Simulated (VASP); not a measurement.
# CaS (Fm-3m) in VASP: a series of runs, part 2 of 2

VASP 6.6.1. The steps go on from the part before.

### Step 3. Relaxation of cell and atoms, LDA

This run uses another cell than the first one, of 23.90 Å³/atom.

Contents of INCAR:

```
SYSTEM = CaS
PREC     = Accurate       ! precision mode
ENCUT    = 500            ! plane-wave cutoff, eV
EDIFF    = 1E-7           ! SCF threshold, eV
ISMEAR   = -1             ! smearing method
SIGMA    = 0.02           ! smearing width, eV
LREAL    = .False.        ! projectors in reciprocal space
LASPH    = .True.         ! aspherical terms in the spheres
NELM     = 120            ! most SCF steps
ALGO     = Normal         ! electronic algorithm
ISIF     = 3              ! what is computed and relaxed
LWAVE    = .False.        ! write WAVECAR
LCHARG   = .False.        ! write CHGCAR
GGA      = CA             ! functional
IBRION   = 2              ! ionic algorithm
NSW      = 100            ! ionic steps
EDIFFG   = -0.005         ! ionic threshold
GGA_COMPAT= .False.      
NELMIN   = 4
```

Contents of KPOINTS:

```
regular mesh
0
Gamma
  8 8 8
  0 0 0
```

Contents of POSCAR:

```
CaS
1.0
    0.0000000000      2.8804121851      2.8804121851
    2.8804121851      0.0000000000      2.8804121851
    2.8804121851      2.8804121851      0.0000000000
Ca S
1 1
Direct
    0.0000000000      0.0000000000      0.0000000000
    0.5000000000      0.5000000000      0.5000000000
```

Potentials or basis: VASP PAW LDA potentials, release 64 (Ca_sv, S).

Started as:

```console
> cat potpaw_LDA.64/Ca_sv/POTCAR potpaw_LDA.64/S/POTCAR > POTCAR
> mpirun -np 1 vasp_std > vasp.out
```

It took 34 s on 1 thread of Intel Xeon Platinum 8488C (Sapphire Rapids), shared host; peak memory 0.16 GiB.

Results (log left out):

```
Free energy                           : -11.4351 eV
Relaxed volume                        : 21.61 Å³/atom
Relaxed cell                          : a = 3.939 Å, b = 3.939 Å, c = 3.939 Å, α = 60.00°, β = 60.00°, γ = 60.00°
Space group after relaxing (to 0.1 Å) : Fm-3m (No. 225)
Energy gained by relaxing             : 42.7 meV/atom
Ionic steps                           : 3
Pressure after relaxing               : 0.0 GPa
Band gap on the k mesh                : 1.97 eV (least direct gap 2.84 eV)
```

The path:
```csv
step,energy change (eV),largest force (eV/Å),pressure (GPa),volume (Å³)
1,0.0000,0.0000,-5.51,47.80
2,-0.0814,0.0000,1.49,42.34
3,-0.0855,0.0000,0.02,43.23
```

Final structure:
```yaml
crystal:
  lattice:
    - [0.00000, 2.78552, 2.78552]
    - [2.78552, 0.00000, 2.78552]
    - [2.78552, 2.78552, 0.00000]
  atoms:
    - { symbol: Ca, position: [0.00000, 0.00000, 0.00000] }
    - { symbol: S, position: [0.50000, 0.50000, 0.50000] }
```

Levels at points of the mesh, in eV from the valence-band top:
```tsv
k point	band 5	band 6	band 7	band 8	band 9	band 10	band 11	band 12
(0.00, 0.00, 0.00)	-11.52	0.00	0.00	0.00	3.94	3.94	3.94	4.31
(0.50, 0.00, 0.00)	-10.52	-3.42	-1.34	-1.34	5.15	6.10	6.21	6.21
(0.50, 0.50, 0.00)	-10.81	-2.45	-0.87	-0.87	1.97	5.58	6.10	6.88
```

### Step 4. Single point, LDA

Contents of INCAR:

```
ALGO = Normal
EDIFF = 1E-6
ENCUT = 500
GGA = CA
GGA_COMPAT = False
ISIF = 2
ISMEAR = -1
ISYM = 0
LASPH = True
LCHARG = True
LELF = True
LREAL = False
LVHAR = True
LWAVE = False
NBANDS = 15
NELM = 120
PREC = Accurate
SIGMA = 0.02
```

Contents of KPOINTS:

```
Automatic mesh
0
Gamma
  8 8 8
  0.5 0.5 0.5
```

Contents of POSCAR:

```
CaS
1.0
   -0.0000812522      2.7824598400      2.7824598400
    2.7824598400     -0.0000812522      2.7824598400
    2.7824598400      2.7824598400     -0.0000812522
Ca S
1 1
Direct
    0.0000000000      0.0000000000      0.0000000000
    0.5000000000      0.5000000000      0.5000000000
```

Potentials or basis: VASP PAW LDA potentials, release 64 (Ca_sv, S).

Started as:

```console
> cat potpaw_LDA.64/Ca_sv/POTCAR potpaw_LDA.64/S/POTCAR > POTCAR
> mpirun -np 1 vasp_std > vasp.out
```

OUTCAR:

```text
EDIFF = 1E-6
   ENCUT = 500
   GGA = CA
   ISIF = 2
   ISMEAR = -1
   ISYM = 0
   LASPH = True
   LREAL = False
   NELM = 120
   PREC = Accurate

 ion  position               nearest neighbor table
   1  0.000  0.000  0.000-   2 2.78   2 2.78   2 2.78   2 2.78   2 2.78   2 2.78
   2  0.500  0.500  0.500-   1 2.78   1 2.78   1 2.78   1 2.78   1 2.78   1 2.78

IMPORTANT INFORMATION: All symmetrisations will be switched off!
NOSYMM: (Re-)initialisation of all symmetry stuff for point group C_1.

----------------------------------------------------------------------------------------

[... 577 lines left out ...]
     15      14.4412      0.00000

 [... further k-points ...]
[... 5 lines left out ...]
  --------------------------------------------------------------------------------------
  -------------------------------------------------------------------------------------
  Total        0.0590699      0.0590700      0.0590695      0.0000378      0.0000393      0.0000409
  in kB        2.1965517      2.1965538      2.1965349      0.0014040      0.0014599      0.0015202
  external PRESSURE =       2.1965468 kB  Pullay stress =       0.0000000 kB

 VOLUME and BASIS-vectors are now :
 -----------------------------------------------------------------------------
  energy-cutoff  :      500.00
  volume of cell :       43.09
      direct lattice vectors                 reciprocal lattice vectors
    -0.000081252  2.782459840  2.782459840    -0.179689242  0.179694489  0.179694489
     2.782459840 -0.000081252  2.782459840     0.179694489 -0.179689242  0.179694489
     2.782459840  2.782459840 -0.000081252     0.179694489  0.179694489 -0.179689242

 POSITION                                       TOTAL-FORCE (eV/Angst)
 -----------------------------------------------------------------------------------
      0.00000      0.00000      0.00000         0.000000     -0.000000      0.000000
      2.78242      2.78242      2.78242        -0.000000      0.000000     -0.000000
 -----------------------------------------------------------------------------------
    total drift:                                0.000000     -0.000000     -0.000000

  FREE ENERGIE OF THE ION-ELECTRON SYSTEM (eV)
  ---------------------------------------------------
  free  energy   TOTEN  =       -11.4334399549 eV

  energy  without entropy=      -11.4334399549  energy(sigma->0) =      -11.43343995
```

OSZICAR:

```text
N       E                     dE             d eps       ncg     rms          rms(c)
DAV:   1     0.107615385947E+03    0.10762E+03   -0.74836E+03  7680   0.982E+02
DAV:   2    -0.712012286320E+01   -0.11474E+03   -0.10844E+03  9269   0.251E+02
DAV:   3    -0.115293657966E+02   -0.44092E+01   -0.43736E+01 10576   0.476E+01
DAV:   4    -0.117254550951E+02   -0.19609E+00   -0.19597E+00 10955   0.873E+00
DAV:   5    -0.117269565263E+02   -0.15014E-02   -0.15013E-02 10445   0.830E-01    0.526E+00
DAV:   6    -0.114687050095E+02    0.25825E+00   -0.34559E-01  9472   0.314E+00    0.345E+00
DAV:   7    -0.114368701664E+02    0.31835E-01   -0.82421E-02 10086   0.192E+00    0.167E+00
DAV:   8    -0.114336864235E+02    0.31837E-02   -0.12308E-02  9700   0.996E-01    0.259E-01
DAV:   9    -0.114334073499E+02    0.27907E-03   -0.85057E-04  9549   0.302E-01    0.655E-02
DAV:  10    -0.114334365378E+02   -0.29188E-04   -0.13937E-04 11618   0.863E-02    0.187E-02
DAV:  11    -0.114334399328E+02   -0.33951E-05   -0.10520E-05  9115   0.317E-02    0.568E-03
DAV:  12    -0.114334399549E+02   -0.22101E-07   -0.21960E-07  6458   0.395E-03
   1 F= -.11433440E+02 E0= -.11433440E+02  d E =-.835464E-11
```

Wall time 2.1 min (1 thread of Intel Xeon Platinum 8488C (Sapphire Rapids), shared host); peak memory 0.27 GiB.

What came out:

- Free energy: -11.4334 eV
- Pressure: 0.2 GPa
- Band gap on the k mesh: 2.18 eV (least direct gap 3.00 eV)

Levels at points of the mesh, in eV from the valence-band top:
```csv
k point,band 4,band 5,band 6,band 7,band 8,band 9,band 10,band 11,band 12,band 13
"(0.06, 0.06, 0.06)",-19.73,-11.42,-0.14,0.00,0.00,4.03,4.08,4.08,4.62,4.84
```

Caveat: a shifted mesh leaves out Γ, where band edges can lie.

### Step 5. Relaxation of cell and atoms, LDA

This run uses another cell than the first one, of 23.90 Å³/atom.

Contents of INCAR:

```
SYSTEM = CaS
PREC = Accurate ; ENCUT = 500
EDIFF = 1E-7 ; ISMEAR = -1
SIGMA = 0.02 ; LREAL = .FALSE.
LASPH = .TRUE. ; NELM = 120
ALGO = Normal ; ISIF = 3
LWAVE = .FALSE. ; LCHARG = .FALSE.
IBRION = 2 ; NSW = 100
EDIFFG = -0.005 ; ISYM = 0
GGA_COMPAT = .FALSE. ; NELMIN = 4
```

KPOINTS is that of step 4.

Contents of POSCAR:

```
CaS
1.0
    0.0000000000      2.8804121851      2.8804121851
    2.8804121851      0.0000000000      2.8804121851
    2.8804121851      2.8804121851      0.0000000000
Ca S
1 1
Direct
    0.0000000000      0.0000000000      0.0000000000
    0.5000000000      0.5000000000      0.5000000000
```

Started as:

```console
> cat potpaw_LDA.64/Ca_sv/POTCAR potpaw_LDA.64/S/POTCAR > POTCAR
> mpirun -np 1 vasp_std > vasp.out
```

Wall time 18 min (1 thread of Intel Xeon Platinum 8488C (Sapphire Rapids), shared host); peak memory 0.68 GiB.

It converged, with:

```
Free energy                           : -11.4352 eV
Relaxed volume                        : 21.61 Å³/atom
Relaxed cell                          : a = 3.939 Å, b = 3.939 Å, c = 3.939 Å, α = 60.00°, β = 60.00°, γ = 60.00°
Space group after relaxing (to 0.1 Å) : Fm-3m (No. 225)
Energy gained by relaxing             : 42.7 meV/atom
Ionic steps                           : 3
Pressure after relaxing               : 0.0 GPa
Band gap on the k mesh                : 2.19 eV (least direct gap 3.00 eV)
```

Step by step:
```tsv
step	energy change (eV)	largest force (eV/Å)	pressure (GPa)	volume (Å³)
1	0.0000	0.0000	-5.51	47.80
2	-0.0814	0.0000	1.49	42.33
3	-0.0855	0.0000	0.02	43.23
```

Final structure:
```yaml
crystal:
  lattice:
    - [0.00000, 2.78550, 2.78550]
    - [2.78550, 0.00000, 2.78550]
    - [2.78550, 2.78550, 0.00000]
  atoms:
    - { symbol: Ca, position: [0.00000, 0.00000, 0.00000] }
    - { symbol: S, position: [0.50000, 0.50000, 0.50000] }
```

Levels at points of the mesh, in eV from the valence-band top:
```tsv
k point	band 4	band 5	band 6	band 7	band 8	band 9	band 10	band 11	band 12
(0.06, 0.06, 0.06)	-19.74	-11.41	-0.14	0.00	0.00	4.03	4.08	4.08	4.60
```

Caveat: a shifted mesh leaves out Γ, where band edges can lie. A k mesh can miss the band edges.

### Step 6. Summary

| task | cell | k mesh | gap on the mesh (eV) | pressure (GPa) | relaxed volume (Å³/atom) |
| --- | --- | --- | --- | --- | --- |
| single point | a = 3.935 Å, angles 60.0°, 2 atoms | 8 × 8 × 8 | 1.96 | 0.2 | - |
| relaxation of cell and atoms | relaxed from a = 4.074 Å, angles 60.0°, 2 atoms | 8 × 8 × 8 | 1.97 | 0.0 | 21.61 |
| single point | a = 3.935 Å, angles 60.0°, 2 atoms | 8 × 8 × 8, shifted | 2.18 | 0.2 | - |
| relaxation of cell and atoms | relaxed from a = 4.074 Å, angles 60.0°, 2 atoms | 8 × 8 × 8, shifted | 2.19 | 0.0 | 21.61 |

Alike in all rows: level LDA; potentials or basis VASP PAW LDA potentials, release 64 (Ca_sv, S); no spin polarisation; cutoff (eV) 500; smearing fermi-dirac 0.02 eV.

Caveats: a shifted mesh leaves out Γ, where band edges can lie (at least some runs).

Absolute energies hang on the potentials; compare differences alone.
